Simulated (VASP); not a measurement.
Here is a VASP 6.6.1 calculation.

Contents of INCAR:

```
  PREC = Accurate
  ENCUT = 500
  EDIFF = 1E-6
  ISMEAR = -1
  SIGMA = 0.05
  LREAL = False
  LASPH = True
  NELM = 120
  ALGO = Normal
  ISIF = 2
  LWAVE = False
  LCHARG = True
  GGA = PS
  LELF = True
  LVHAR = True
  NBANDS = 16
  GGA_COMPAT = False
```

The input KPOINTS:

```
Automatic mesh
0
Gamma
  6 6 7
```

POSCAR

```
AlSn
1.0
    4.1561245595      0.0000000000      0.0000000000
   -2.0780622797      3.5993094498      0.0000000000
    0.0000000000      0.0000000000      3.3068470000
Sn Al
1 1
Direct
    0.3333333333      0.6666666667      0.5000000000
    0.0000000000      0.0000000000      0.0000000000
```

Potentials or basis: VASP PAW PBE potentials, release 64 (Sn_d, Al).

Launch:

```sh
$ cat potpaw_PBE.64/Sn_d/POTCAR potpaw_PBE.64/Al/POTCAR > POTCAR
$ mpirun -np 1 vasp_std > vasp.out
```

(1) Predict the pressure.

(2) What does it give for the band gap on the k mesh?

## Answers

(1) -1.4 GPa.

(2) zero (an odd number of electrons rules out a gap without spin polarisation).

Caveat: the PAW data sets were made with another functional, which shifts forces and pressure a little; spin-orbit coupling is left out, which moves the levels of the heavy elements.
